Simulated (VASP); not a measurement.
# Si15Ni (a cell with a defect) in VASP: further runs, part 2 of 2

VASP 6.6.1.

## Step 3: Single point, PBE, collinear spin, ferromagnetic start

INCAR

```
SYSTEM = Si15Ni
PREC = Accurate
ENCUT = 520
EDIFF = 1E-7
ISMEAR = 0
SIGMA = 0.01
LREAL = Auto
LASPH = .TRUE.
NELM = 150
ALGO = Normal
ISIF = 2
LWAVE = .FALSE.
LCHARG = .FALSE.
ISPIN = 2
MAGMOM = 3 0 0 0 0 0 0 0 0 0 0 0 0 0 0 0
LORBIT = 11
LMAXMIX = 4
GGA = PE
NBANDS = 53
NELECT = 71.0
```

KPOINTS

```
regular mesh
0
G
  2 2 2
  0 0 0
```

POSCAR

```
Si15Ni
1.0
    0.0000000000      5.4696766497      5.4696766497
    5.4696766497      0.0000000000      5.4696766497
    5.4696766497      5.4696766497      0.0000000000
Ni Si
1 15
Direct
    0.3724932777      0.3773730741      0.3742734125
    0.3692776437      0.3741234254      0.8775113206
    0.3693253470      0.8806699874      0.3709646027
    0.3724906387      0.8775299688      0.8743399901
    0.8726540878      0.3773172277      0.3740871800
    0.8758114458      0.3741889870      0.8774482100
    0.8758947337      0.8807623204      0.3708834486
    0.8726004145      0.8774087859      0.8742266948
    0.2495817517      0.2604584282      0.2573100181
    0.2555973769      0.2544536241      0.7310714542
    0.2557195433      0.7341557594      0.2512878385
    0.2494918350      0.7507826985      0.7476309911
    0.7292686181      0.2605921291      0.2572466704
    0.7459337610      0.2543057805      0.7505401686
    0.7459948799      0.7537655839      0.2511203672
    0.7489456493      0.7508581102      0.7475377939
```

Potentials or basis: VASP PAW PBE potentials, release 64 (Ni, Si).

Started as:

```sh
$ cat potpaw_PBE.64/Ni/POTCAR potpaw_PBE.64/Si/POTCAR > POTCAR
$ mpirun -np 1 vasp_std > vasp.out
```

OUTCAR:

```text
SYSTEM = Si15Ni
   PREC = Accurate
   ENCUT = 520
   EDIFF = 1E-7
   ISMEAR = 0
   LREAL = Auto
   LASPH = .TRUE.
   NELM = 150
   ISIF = 2
   ISPIN = 2
   LORBIT = 11
   GGA = PE
   NELECT = 71.0

 ion  position               nearest neighbor table
   1  0.372  0.377  0.374-  13 2.25  11 2.25   9 2.25  10 2.25
   2  0.369  0.374  0.878-  14 2.38  12 2.38  10 2.40   9 2.40
   3  0.369  0.881  0.371-  12 2.38  15 2.38   9 2.40  11 2.40
   4  0.372  0.878  0.874-  12 2.38  16 2.38  10 2.38  11 2.38
   5  0.873  0.377  0.374-  15 2.38  14 2.38   9 2.38  13 2.38
   6  0.876  0.374  0.877-  14 2.38  16 2.38  10 2.40  13 2.40
[... 8 lines left out ...]
  15  0.746  0.754  0.251-   5 2.38   7 2.38   3 2.38   8 2.38
  16  0.749  0.751  0.748-   4 2.38   7 2.38   6 2.38   8 2.38

  LATTYP: Found a face centered cubic cell.
 ALAT       =    10.9393532994

  Lattice vectors:

 A1 = (   0.0000000000,   5.4696766497,   5.4696766497)
 A2 = (   5.4696766497,   0.0000000000,   5.4696766497)
 A3 = (   5.4696766497,   5.4696766497,   0.0000000000)

Analysis of symmetry for initial positions (statically):
=====================================================================
 Subroutine PRICEL returns:
 Original cell was already a primitive cell.

 Routine SETGRP: Setting up the symmetry group for a
 face centered cubic supercell.

 Subroutine GETGRP returns: Found  1 space group operations
 (whereof  1 operations were pure point group operations)
 out of a pool of 48 trial point group operations.

The static configuration has the point symmetry C_1 .

Analysis of symmetry for dynamics (positions and initial velocities):
=====================================================================
 Subroutine PRICEL returns:
 Original cell was already a primitive cell.

 Routine SETGRP: Setting up the symmetry group for a
 face centered cubic supercell.
[... 195 lines left out ...]
      4      -4.0129      1.00000
      5      -3.5482      1.00000
      6      -2.2681      1.00000
[... 389 lines left out ...]
     46       9.8330      0.00000
     47       9.8698      0.00000
 Fermi energy:         5.8410229555

 spin component 2

 k-point     1 :       0.0000    0.0000    0.0000
  band No.  band energies     occupation
      1      -6.2091      1.00000
      2      -4.0439      1.00000
      3      -4.0241      1.00000
      4      -4.0240      1.00000
      5      -3.5616      1.00000
      6      -2.2720      1.00000
[... 389 lines left out ...]
     46       9.8268      0.00000
     47       9.8628      0.00000
 [bands above 47 left out]

------------------------ aborting loop because EDIFF is reached ----------------------------------------

  FORCE on cell =-STRESS in cart. coord.  units (eV):
  Direction    XX          YY          ZZ          XY          YZ          ZX
  --------------------------------------------------------------------------------------
  -------------------------------------------------------------------------------------
  Total        5.4749452      6.9737611      6.9646842      0.0046083      0.0003262      0.0004996
  in kB       26.8025060     34.1399352     34.0954994      0.0225598      0.0015971      0.0024456
  external PRESSURE =      31.6793136 kB  Pullay stress =       0.0000000 kB

 VOLUME and BASIS-vectors are now :
 -----------------------------------------------------------------------------
  energy-cutoff  :      520.00
  volume of cell :      327.28
      direct lattice vectors                 reciprocal lattice vectors
     0.000000000  5.469676650  5.469676650    -0.091413082  0.091413082  0.091413082
     5.469676650  0.000000000  5.469676650     0.091413082 -0.091413082  0.091413082
     5.469676650  5.469676650  0.000000000     0.091413082  0.091413082 -0.091413082

 POSITION                                       TOTAL-FORCE (eV/Angst)
 -----------------------------------------------------------------------------------
      4.11126      4.08457      4.10153         0.000221     -0.000625      0.000981
      6.84604      6.81953      4.06616         0.000044     -0.000355      0.002112
      6.84604      4.04915      6.83707         0.000223      0.000723      0.000114
      9.58216      6.81976      6.83721         0.003511     -0.000945     -0.000674
      4.10994      6.81927      6.83694        -0.002939     -0.001884     -0.000354
      6.84605      9.58976      6.83710         0.000998      0.001259     -0.000196
[... 8 lines left out ...]
      5.49640      5.45390      8.20320        -0.001433     -0.001317     -0.000166
      8.19574      8.18528      8.20344         0.000054      0.001775     -0.000454
 -----------------------------------------------------------------------------------
    total drift:                                0.005446      0.000325     -0.000201

  FREE ENERGIE OF THE ION-ELECTRON SYSTEM (eV)
  ---------------------------------------------------
  free  energy   TOTEN  =       -79.3447259287 eV

  energy  without entropy=      -79.3447259286  energy(sigma->0) =      -79.34472593

 total charge

# of ion       s       p       d       tot
------------------------------------------
    1        0.553   0.496   8.429   9.478
    2        0.754   0.925   0.000   1.680
    3        0.754   0.925   0.000   1.680
    4        0.753   0.934   0.000   1.687
    5        0.753   0.934   0.000   1.687
    6        0.754   0.925   0.000   1.680
[... 8 lines left out ...]
   15        0.743   0.948   0.000   1.691
   16        0.743   0.948   0.000   1.691
--------------------------------------------------
tot         11.889  14.356   8.429  34.673

 magnetization (x)

# of ion       s       p       d       tot
------------------------------------------
    1       -0.000  -0.022  -0.047  -0.069
    2       -0.000  -0.004   0.000  -0.004
    3       -0.000  -0.004   0.000  -0.004
    4        0.000   0.001   0.000   0.001
    5        0.000   0.001   0.000   0.001
    6       -0.000  -0.004   0.000  -0.004
[... 8 lines left out ...]
   15        0.000  -0.000   0.000  -0.000
   16        0.000  -0.000   0.000  -0.000
--------------------------------------------------
tot         -0.006  -0.076  -0.047  -0.129
```

OSZICAR:

```text
N       E                     dE             d eps       ncg     rms          rms(c)
DAV:   1     0.257021061669E+03    0.25702E+03   -0.26771E+04  1696   0.114E+03
DAV:   2    -0.548959886556E+02   -0.31192E+03   -0.29165E+03  1834   0.204E+02
DAV:   3    -0.809035114095E+02   -0.26008E+02   -0.24859E+02  2163   0.607E+01
DAV:   4    -0.817432150148E+02   -0.83970E+00   -0.83073E+00  2176   0.120E+01
[... 11 lines left out ...]
DAV:  16    -0.793447166869E+02   -0.28898E-04   -0.48701E-05  2392   0.549E-02    0.317E-02
DAV:  17    -0.793447231692E+02   -0.64823E-05   -0.26690E-05  2486   0.421E-02    0.124E-02
DAV:  18    -0.793447252821E+02   -0.21128E-05   -0.72849E-06  2328   0.175E-02    0.513E-03
DAV:  19    -0.793447258664E+02   -0.58437E-06   -0.11194E-06  2419   0.800E-03    0.255E-03
DAV:  20    -0.793447259287E+02   -0.62235E-07   -0.23224E-07  1793   0.311E-03
   1 F= -.79344726E+02 E0= -.79344726E+02  d E =-.104610E-09  mag=    -0.2500
```

stdout:

```text
POSCAR found type information on POSCAR NiSi
 POSCAR found :  2 types and      16 ions
 scaLAPACK will be used
 LDA part: xc-table for (Slater+PW92), standard interpolation
 POSCAR, INCAR and KPOINTS ok, starting setup
 FFT: planning ... GRIDC
 FFT: planning ... GRID_SOFT
 FFT: planning ... GRID
 WAVECAR not read
 entering main loop
 the old and the new charge density differ
 old charge density:    70.00000 new   71.00000
    0.232E+01
```

Run time: 9.9 min. Hardware: 1 thread of Oxide Virtual Turin-like, shared host; peak memory 0.68 GiB.

What came out:

- Free energy: -79.3447 eV
- Largest force: 0.024 eV/Å
- Net moment: -0.25 μB per cell
- Site moments: Ni -0.07; Si -0.00, +0.00, -0.01 (each value once) μB
- Valence electrons inside the program's atomic spheres: Ni 9.48; Si 1.68, 1.69, 1.66 (each value once)

Forces on the atoms (eV/Å):
```
Ni   0.000 -0.001  0.001
Si   0.000  0.000  0.002
Si   0.000  0.001  0.000
Si   0.004 -0.001 -0.001
Si  -0.003 -0.002  0.000
Si   0.001  0.001  0.000
Si   0.000 -0.001 -0.003
Si   0.001 -0.002  0.000
Si  -0.012 -0.012 -0.014
Si   0.011  0.013 -0.011
Si   0.012 -0.014  0.015
Si   0.000 -0.001 -0.001
Si  -0.013  0.017  0.011
Si  -0.001  0.001  0.001
Si  -0.001 -0.001  0.000
Si   0.000  0.002  0.000
```

Levels at points of the mesh, in eV from the Fermi level:
Spin up:
```tsv
k point	band 31	band 32	band 33	band 34	band 35	band 36	band 37	band 38	band 39	band 40
(0.00, 0.00, 0.00)	-1.26	-0.85	-0.85	-0.84	0.52	0.54	0.54	0.55	0.64	0.67
(0.50, 0.00, 0.00)	-1.68	-1.66	-1.37	-1.02	-1.00	0.44	0.49	1.10	1.11	1.16
(0.00, 0.50, 0.00)	-1.68	-1.66	-1.37	-1.02	-1.00	0.44	0.49	1.10	1.11	1.16
(0.00, 0.00, 0.50)	-1.68	-1.66	-1.37	-1.02	-1.00	0.44	0.49	1.10	1.11	1.16
(0.50, 0.50, 0.50)	-1.67	-1.66	-1.37	-1.02	-1.00	0.44	0.49	1.10	1.11	1.16
(0.50, 0.50, 0.00)	-1.89	-1.88	-1.55	-1.37	-1.19	-0.07	0.04	0.90	0.97	2.08
(0.00, 0.50, 0.50)	-1.88	-1.81	-1.54	-1.32	-1.17	-0.04	-0.04	0.91	0.98	2.09
(0.50, 0.00, 0.50)	-1.89	-1.88	-1.55	-1.37	-1.19	-0.07	0.04	0.90	0.97	2.08
```
Spin down:
```tsv
k point	band 32	band 33	band 34	band 35	band 36	band 37	band 38	band 39
(0.00, 0.00, 0.00)	-0.86	-0.86	-0.86	0.52	0.54	0.54	0.54	0.63
(0.50, 0.00, 0.00)	-1.69	-1.43	-1.03	-1.01	0.41	0.43	1.09	1.11
(0.00, 0.50, 0.00)	-1.69	-1.43	-1.03	-1.01	0.41	0.43	1.09	1.11
(0.00, 0.00, 0.50)	-1.69	-1.43	-1.03	-1.01	0.41	0.43	1.09	1.11
(0.50, 0.50, 0.50)	-1.69	-1.43	-1.03	-1.01	0.41	0.43	1.09	1.11
(0.50, 0.50, 0.00)	-1.90	-1.55	-1.41	-1.21	-0.09	-0.05	0.90	0.97
(0.00, 0.50, 0.50)	-1.86	-1.55	-1.43	-1.19	-0.08	-0.08	0.90	0.97
(0.50, 0.00, 0.50)	-1.90	-1.55	-1.41	-1.21	-0.09	-0.05	0.90	0.97
```

Caveat: the k points lie up to 0.50 Å⁻¹ apart; the cell carries a net charge on a neutralising background, which shifts energy and pressure; the cell is charged against a uniform background, so pressure and absolute levels hang on convention.
